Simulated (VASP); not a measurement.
# BaZrO3 in VASP: further runs

BaZrO3 is run at these levels: PBE; tasks: single point.

Everything below comes from runs of VASP 6.6.1. Logs are shortened: lines on timing, memory, paths and dates and some standing lists are left out, and cuts for length are marked.

## (1) The cell of the first run

It takes space group Pm-3m (No. 221, cubic). The conventional cell has a = 4.191 Å, b = 4.191 Å, c = 4.191 Å, α = 90.00°, β = 90.00°, γ = 90.00°. Within 3.9 Å of Ba (site symmetry m-3m) lie 12 O at 2.96 Å and 8 Zr at 3.63 Å. Within 2.8 Å of Zr (site symmetry m-3m) lie 6 O at 2.10 Å. O (site symmetry 4/mmm) has 2 Zr at 2.10 Å within 2.8 Å.

## (2) Single point, PBE

File INCAR:

```
PREC = Accurate ; ENCUT = 520
EDIFF = 1E-7 ; ISMEAR = 0
SIGMA = 0.05 ; LREAL = F
LASPH = T ; NELM = 100
ALGO = Normal ; ISIF = 2
LWAVE = F ; LCHARG = F
GGA = PE ; NBANDS = 28
```

File KPOINTS:

```
regular mesh
0
Gamma
  6 6 6
```

File POSCAR:

```
BaZrO3
1.0
    4.1913400000      0.0000000000      0.0000000000
    0.0000000000      4.1913400000      0.0000000000
    0.0000000000      0.0000000000      4.1913400000
Ba Zr O
1 1 3
Direct
    0.0000000000      0.0000000000      0.0000000000
    0.5000000000      0.5000000000      0.5000000000
    0.0000000000      0.5000000000      0.5000000000
    0.5000000000      0.0000000000      0.5000000000
    0.5000000000      0.5000000000      0.0000000000
```

Potentials or basis: VASP PAW PBE potentials, release 64 (Ba_sv, Zr_sv, O).

Started as:

```console
> cat potpaw_PBE.64/Ba_sv/POTCAR potpaw_PBE.64/Zr_sv/POTCAR potpaw_PBE.64/O/POTCAR > POTCAR
> mpirun -np 1 vasp_std > vasp.out
```

OUTCAR:

```text
PREC = Accurate
   ENCUT = 520
   EDIFF = 1E-7
   ISMEAR = 0
   LREAL = F
   LASPH = T
   NELM = 100
   ISIF = 2
   GGA = PE

 ion  position               nearest neighbor table
   1  0.000  0.000  0.000-   3 2.96   4 2.96   5 2.96   3 2.96   4 2.96   3 2.96   5 2.96   3 2.96
                             4 2.96   5 2.96   4 2.96   5 2.96   2 3.63   2 3.63   2 3.63   2 3.63
   2  0.500  0.500  0.500-   3 2.10   4 2.10   5 2.10   5 2.10   4 2.10   3 2.10   1 3.63   1 3.63
                             1 3.63   1 3.63   1 3.63   1 3.63   1 3.63   1 3.63
   3  0.000  0.500  0.500-   2 2.10   2 2.10   1 2.96   1 2.96   1 2.96   1 2.96
   4  0.500  0.000  0.500-   2 2.10   2 2.10   1 2.96   1 2.96   1 2.96   1 2.96
   5  0.500  0.500  0.000-   2 2.10   2 2.10   1 2.96   1 2.96   1 2.96   1 2.96

  LATTYP: Found a simple cubic cell.
 ALAT       =     4.1913400000

  Lattice vectors:

 A1 = (   4.1913400000,   0.0000000000,   0.0000000000)
 A2 = (   0.0000000000,   4.1913400000,   0.0000000000)
 A3 = (   0.0000000000,   0.0000000000,   4.1913400000)

Analysis of symmetry for initial positions (statically):
=====================================================================
 Subroutine PRICEL returns:
 Original cell was already a primitive cell.

 Routine SETGRP: Setting up the symmetry group for a
 simple cubic supercell.

 Subroutine GETGRP returns: Found 48 space group operations
 (whereof 48 operations were pure point group operations)
 out of a pool of 48 trial point group operations.

The static configuration has the point symmetry O_h .

Analysis of symmetry for dynamics (positions and initial velocities):
=====================================================================
 Subroutine PRICEL returns:
 Original cell was already a primitive cell.

 Routine SETGRP: Setting up the symmetry group for a
 simple cubic supercell.

 Subroutine GETGRP returns: Found 48 space group operations
 (whereof 48 operations were pure point group operations)
 out of a pool of 48 trial point group operations.

The dynamic configuration has the point symmetry O_h .

 Subroutine INISYM returns: Found 48 space group operations
 (whereof 48 operations are pure point group operations),
 and found     1 'primitive' translations

----------------------------------------------------------------------------------------

                                     Primitive cell

  volume of cell :      73.6307

  direct lattice vectors                    reciprocal lattice vectors
     4.191340000  0.000000000  0.000000000     0.238587182  0.000000000  0.000000000
     0.000000000  4.191340000  0.000000000     0.000000000  0.238587182  0.000000000
     0.000000000  0.000000000  4.191340000     0.000000000  0.000000000  0.238587182

  length of vectors
     4.191340000  4.191340000  4.191340000     0.238587182  0.238587182  0.238587182

  position of ions in fractional coordinates (direct lattice)
     0.000000000  0.000000000  0.000000000
     0.500000000  0.500000000  0.500000000
     0.000000000  0.500000000  0.500000000
     0.500000000  0.000000000  0.500000000
     0.500000000  0.500000000  0.000000000

  ion indices of the primitive-cell ions
   primitive index   ion index
                 1           1
                 2           2
                 3           3
                 4           4
                 5           5

----------------------------------------------------------------------------------------

 KPOINTS: regular mesh

Automatic generation of k-mesh.
 Grid dimensions read from file:
 generate k-points for:    6    6    6

 Generating k-lattice:

  Cartesian coordinates                     Fractional coordinates (reciprocal lattice)
     0.039764530  0.000000000  0.000000000     0.166666667  0.000000000  0.000000000
     0.000000000  0.039764530  0.000000000     0.000000000  0.166666667  0.000000000
     0.000000000  0.000000000  0.039764530     0.000000000  0.000000000  0.166666667

  Length of vectors
     0.039764530  0.039764530  0.039764530

  Shift w.r.t. Gamma in fractional coordinates (k-lattice)
     0.000000000  0.000000000  0.000000000

 Subroutine IBZKPT returns following result:
 ===========================================

 Found     20 irreducible k-points:

 Following reciprocal coordinates:
            Coordinates               Weight
  0.000000  0.000000  0.000000      1.000000
  0.166667  0.000000  0.000000      6.000000
  0.333333  0.000000  0.000000      6.000000
  0.500000  0.000000  0.000000      3.000000
  0.166667  0.166667  0.000000     12.000000
  0.333333  0.166667  0.000000     24.000000
[... 12 lines left out ...]
  0.500000  0.500000  0.333333      6.000000
  0.500000  0.500000  0.500000      1.000000
   k-points           NKPTS =     20   k-points in BZ     NKDIM =     20   number of bands    NBANDS=     28
   number of dos      NEDOS =    301   number of ions     NIONS =      5
   total plane-waves  NPLWV =  32768
   dimension x,y,z NGX =    32 NGY =   32 NGZ =   32
   dimension x,y,z NGXF=    64 NGYF=   64 NGZF=   64
   ions per type =               1   1   3
   NGX,Y,Z   is equivalent  to a cutoff of  12.69, 12.69, 12.69 a.u.
   NGXF,Y,Z  is equivalent  to a cutoff of  25.39, 25.39, 25.39 a.u.
 SYSTEM =  unknown system
   PREC   = accura    normal or accurate (medium, high low for compatibility)
   ISTART =      0    job   : 0-new  1-cont  2-samecut
   ICHARG =      2    charge: 1-file 2-atom 10-const
   ISPIN  =      1    spin polarized calculation?
   LNONCOLLINEAR =      F non collinear calculations
   LSORBIT =      F    spin-orbit coupling
   LASPH  =      T    aspherical Exc in radial PAW
   ENCUT  =  520.0 eV  38.22 Ry    6.18 a.u.   7.79  7.79  7.79*2*pi/ulx,y,z
   NELM   =    100;   NELMIN=  2; NELMDL= -5     # of ELM steps
   EDIFF  = 0.1E-06   stopping-criterion for ELM
   LREAL  =      F    real-space projection
   EDIFFG = 0.1E-05   stopping-criterion for IOM
   NSW    =      0    number of steps for IOM
   IBRION =     -1    ionic relax: 0-MD 1-quasi-New 2-CG
   NFREE  =      0    steps in history (QN), initial steepest desc. (CG)
   ISIF   =      2    stress and relaxation
   ISYM   =      2    0-nonsym 1-usesym 2-fastsym
   POTIM  = 0.5000    time-step for ionic-motion
   TEBEG  =    0.0;   TEEND  =   0.0 temperature during run
   PSTRESS=    0.0 pullay stress
   NELECT =      40.0000    total number of electrons
   NUPDOWN=      -1.0000    fix difference up-down
   EMIN   =  10.00;   EMAX   =-10.00  energy-range for DOS
   EFERMI =   0.00;   METHOD = LEGACY
   ISMEAR =     0;   SIGMA  =   0.05  broadening in eV -4-tet -1-fermi 0-gaus
   EFERMI_NEDOS =   21; number of points for ismear=-14 and -15
   IALGO  =     38    algorithm
   IMIX   =      4    mixing-type and parameters
     AMIX     =   0.40;   BMIX     =  1.00
     AMIX_MAG =   1.60;   BMIX_MAG =  1.00
  volume/ion in A,a.u.               =      14.73        99.38
  Fermi-wavevector in a.u.,A,eV,Ry     =   1.335802  2.524299 24.277770  1.784366
  Thomas-Fermi vector in A             =   2.464478
   LORBIT       =      0    0 simple, 1 ext, 2 COOP (PROOUT), +10 PAW based schemes
   GGA     = PE    functional components
   LHFCALC =     F    Hartree Fock is set to
   AEXX    =    0.0000 exact exchange contribution
   IVDW    =     0    specifies the selected vdW correction
   LEPSILON=     F    determine dielectric tensor
   LRPA    =     F    only Hartree local field effects (RPA)
 non-spin polarized calculation
 Gauss-broadening in eV      SIGMA  =   0.05
  energy-cutoff  :      520.00
  volume of cell :       73.63
 maximum number of plane-waves:      2008
 NGX is ok and might be reduce to    32
   NGX = 15   NGY = 15   NGZ = 15

 number of electron      40.0000000 magnetization

 Free energy of the ion-electron system (eV)
  ---------------------------------------------------
  ext. energy  EPLUGINS =         0.00000000
  ---------------------------------------------------
  free energy    TOTEN  =       -41.68614465 eV

  energy without entropy =      -41.68614465  energy(sigma->0) =      -41.68614465

 E-fermi :   4.1391     XC(G=0): -10.7713

 val. band max:        3.7892290041   @ k =   0.5000   0.5000   0.5000
 cond. band min:       6.9786319037   @ k =   0.0000   0.0000   0.0000
 fundamental gap:      3.1894028996
 Fermi energy:         4.1390953668

 k-point     1 :       0.0000    0.0000    0.0000
  band No.  band energies     occupation
      1     -43.2297      2.00000
      2     -21.5265      2.00000
      3     -21.3909      2.00000
      4     -21.3909      2.00000
      5     -21.3909      2.00000
      6     -12.5826      2.00000
[... 20 lines left out ...]
     27      11.2367      0.00000
     28      11.2367      0.00000

 k-point     2 :       0.1667    0.0000    0.0000
  band No.  band energies     occupation
      1     -43.2289      2.00000
      2     -21.6044      2.00000
      3     -21.3892      2.00000
      4     -21.3892      2.00000
      5     -21.3617      2.00000
      6     -12.5893      2.00000
[... 20 lines left out ...]
     27      11.2377      0.00000
     28      11.9786      0.00000

 k-point     3 :       0.3333    0.0000    0.0000
  band No.  band energies     occupation
      1     -43.2272      2.00000
      2     -21.7350      2.00000
      3     -21.3857      2.00000
      4     -21.3857      2.00000
      5     -21.3233      2.00000
      6     -12.6941      2.00000
[... 20 lines left out ...]
     27      11.3894      0.00000
     28      11.6402      0.00000

 k-point     4 :       0.5000    0.0000    0.0000
  band No.  band energies     occupation
      1     -43.2264      2.00000
      2     -21.7952      2.00000
      3     -21.3840      2.00000
      4     -21.3840      2.00000
      5     -21.3068      2.00000
      6     -12.7538      2.00000
[... 454 lines left out ...]
     27      12.0472      0.00000
     28      12.7320      0.00000

 k-point    19 :       0.5000    0.5000    0.3333
  band No.  band energies     occupation
      1     -43.2205      2.00000
      2     -21.6272      2.00000
      3     -21.6272      2.00000
      4     -21.5656      2.00000
      5     -21.4059      2.00000
      6     -11.6495      2.00000
[... 20 lines left out ...]
     27      12.3071      0.00000
     28      13.0553      0.00000

 k-point    20 :       0.5000    0.5000    0.5000
  band No.  band energies     occupation
      1     -43.2197      2.00000
      2     -21.6248      2.00000
      3     -21.6248      2.00000
      4     -21.6248      2.00000
      5     -21.3969      2.00000
      6     -11.3657      2.00000
[... 20 lines left out ...]
     27      12.9334      0.00000
     28      12.9334      0.00000

------------------------ aborting loop because EDIFF is reached ----------------------------------------

  FORCE on cell =-STRESS in cart. coord.  units (eV):
  Direction    XX          YY          ZZ          XY          YZ          ZX
  --------------------------------------------------------------------------------------
  -------------------------------------------------------------------------------------
  Total        2.3429049      2.3429049      2.3429049      0.0000000     -0.0000000      0.0000000
  in kB       50.9807902     50.9807902     50.9807902      0.0000000     -0.0000000      0.0000000
  external PRESSURE =      50.9807902 kB  Pullay stress =       0.0000000 kB

 VOLUME and BASIS-vectors are now :
 -----------------------------------------------------------------------------
  energy-cutoff  :      520.00
  volume of cell :       73.63
      direct lattice vectors                 reciprocal lattice vectors
     4.191340000  0.000000000  0.000000000     0.238587182  0.000000000  0.000000000
     0.000000000  4.191340000  0.000000000     0.000000000  0.238587182  0.000000000
     0.000000000  0.000000000  4.191340000     0.000000000  0.000000000  0.238587182

 POSITION                                       TOTAL-FORCE (eV/Angst)
 -----------------------------------------------------------------------------------
      0.00000      0.00000      0.00000         0.000000      0.000000      0.000000
      2.09567      2.09567      2.09567         0.000000      0.000000      0.000000
      0.00000      2.09567      2.09567         0.000000      0.000000      0.000000
      2.09567      0.00000      2.09567         0.000000      0.000000      0.000000
      2.09567      2.09567      0.00000         0.000000      0.000000      0.000000
 -----------------------------------------------------------------------------------
    total drift:                                0.000000     -0.000000     -0.000000

  FREE ENERGIE OF THE ION-ELECTRON SYSTEM (eV)
  ---------------------------------------------------
  free  energy   TOTEN  =       -41.6861446485 eV

  energy  without entropy=      -41.6861446485  energy(sigma->0) =      -41.68614465
```

Run time: 14 s. Hardware: 1 thread of Intel Xeon 6975P-C (Granite Rapids), shared host; peak memory 0.2 GiB.

Results:

```
Free energy            : -41.6861 eV
Pressure               : 5.1 GPa
Band gap on the k mesh : 3.19 eV, indirect (least direct gap 3.41 eV)
```

Caveat: spin-orbit coupling is left out, which moves the levels of the heavy elements.

## (3) Single point, PBE

File INCAR:

```
ALGO = Normal
EDIFF = 1E-7
ENCUT = 520
GGA = PE
ISIF = 2
ISMEAR = 0
LASPH = T
LCHARG = F
LREAL = F
LWAVE = F
NBANDS = 28
NELM = 80
PREC = Accurate
SIGMA = 0.05
```

File KPOINTS:

```
k-points
0
Gamma
  6 6 6
```

POSCAR: that of step 2 with these lines changed.

```diff
@@ -2,4 +2,4 @@
 1.0
-    4.1913400000      0.0000000000      0.0000000000
-    0.0000000000      4.1913400000      0.0000000000
+    4.1913400000     -0.0419134000      0.0000000000
+   -0.0419134000      4.1913400000      0.0000000000
     0.0000000000      0.0000000000      4.1913400000
```

Potentials or basis: VASP PAW PBE potentials, release 64 (Ba_sv, Zr_sv, O).

Started as:

```console
> cat potpaw_PBE.64/Ba_sv/POTCAR potpaw_PBE.64/Zr_sv/POTCAR potpaw_PBE.64/O/POTCAR > POTCAR
> mpirun -np 1 vasp_std > vasp.out
```

Wall time 31 s (1 thread of Intel Xeon 6975P-C (Granite Rapids), shared host); peak memory 0.24 GiB.

The run converged. Its results:

| Item | Value |
| --- | --- |
| Free energy | -41.6778 eV |
| Pressure | 5.1 GPa |
| Band gap on the k mesh | 3.10 eV, indirect (least direct gap 3.30 eV) |

Stress tensor (GPa, compression positive):
```
5.12 1.77 0.00
1.77 5.12 0.00
0.00 0.00 5.12
```

Levels at points of the mesh, in eV from the valence-band top:
```tsv
k point	band 18	band 19	band 20	band 21	band 22	band 23
(0.00, 0.00, 0.00)	-0.27	-0.24	-0.20	3.10	3.16	3.24
(0.50, 0.00, 0.00)	-1.69	-0.47	-0.47	3.62	5.69	5.70
(0.50, 0.50, 0.00)	-0.92	-0.80	-0.08	5.60	5.73	6.43
(0.00, 0.00, 0.50)	-1.69	-0.51	-0.42	3.62	5.68	5.72
(0.50, 0.00, 0.50)	-0.94	-0.80	-0.09	5.64	5.66	6.45
(0.50, 0.50, 0.50)	-0.03	-0.01	0.00	5.91	5.97	6.02
```

Caveat: spin-orbit coupling is left out, which moves the levels of the heavy elements.

## (4) Single point, PBE

File INCAR:

```
ALGO = Normal ; EDIFF = 1E-6
ENCUT = 520 ; GGA = PE
ISIF = 2 ; ISMEAR = 0
LASPH = T ; LCHARG = F
LREAL = F ; LWAVE = F
NBANDS = 28 ; NELM = 100
PREC = Accurate ; SIGMA = 0.05
```

KPOINTS is that of step 3.

POSCAR: that of step 3 with these lines changed.

```diff
@@ -2,4 +2,4 @@
 1.0
-    4.1913400000     -0.0419134000      0.0000000000
-   -0.0419134000      4.1913400000      0.0000000000
+    4.1913400000     -0.0209567000      0.0000000000
+   -0.0209567000      4.1913400000      0.0000000000
     0.0000000000      0.0000000000      4.1913400000
```

Started as:

```console
> cat potpaw_PBE.64/Ba_sv/POTCAR potpaw_PBE.64/Zr_sv/POTCAR potpaw_PBE.64/O/POTCAR > POTCAR
> mpirun -np 1 vasp_std > vasp.out
```

It took 29 s on 1 thread of Intel Xeon 6975P-C (Granite Rapids), shared host; peak memory 0.24 GiB.

Results (log left out):

- Free energy: -41.6840 eV
- Pressure: 5.1 GPa
- Band gap on the k mesh: 3.15 eV, indirect (least direct gap 3.36 eV)

Stress tensor (GPa, compression positive):
```
5.10 0.89 0.00
0.89 5.10 0.00
0.00 0.00 5.10
```

Levels at points of the mesh, in eV from the valence-band top:
| k point | band 17 | band 18 | band 19 | band 20 | band 21 | band 22 | band 23 | band 24 |
| --- | --- | --- | --- | --- | --- | --- | --- | --- |
| (0.00, 0.00, 0.00) | -0.98 | -0.25 | -0.23 | -0.21 | 3.15 | 3.18 | 3.22 | 4.65 |
| (0.50, 0.00, 0.00) | -1.74 | -1.69 | -0.46 | -0.46 | 3.63 | 5.70 | 5.70 | 6.42 |
| (0.50, 0.50, 0.00) | -0.95 | -0.93 | -0.80 | -0.08 | 5.64 | 5.71 | 6.45 | 6.50 |
| (0.00, 0.00, 0.50) | -1.72 | -1.69 | -0.48 | -0.44 | 3.63 | 5.69 | 5.71 | 6.43 |
| (0.50, 0.00, 0.50) | -0.94 | -0.94 | -0.79 | -0.08 | 5.66 | 5.67 | 6.45 | 6.50 |
| (0.50, 0.50, 0.50) | -2.52 | -0.01 | -0.01 | 0.00 | 5.95 | 5.97 | 6.00 | 6.97 |

Caveat: spin-orbit coupling is left out, which moves the levels of the heavy elements. A k mesh can miss the band edges.

## (5) Summary

| cell | gap on the mesh (eV) | pressure (GPa) |
| --- | --- | --- |
| a = 4.191 Å, 5 atoms | 3.19 | 5.1 |
| a = 4.192 Å, angles 90.0, 90.0, 91.1°, 5 atoms | 3.10 | 5.1 |
| a = 4.191 Å, angles 90.0, 90.0, 90.6°, 5 atoms | 3.15 | 5.1 |

Alike in all rows: task single point; level PBE; potentials or basis VASP PAW PBE potentials, release 64 (Ba_sv, Zr_sv, O); no spin polarisation; k mesh 6 × 6 × 6; cutoff (eV) 520; smearing gaussian 0.05 eV.

Caveats: spin-orbit coupling is left out, which moves the levels of the heavy elements.

Total energies depend on the potentials used, so only differences within one code and one set of settings carry meaning.
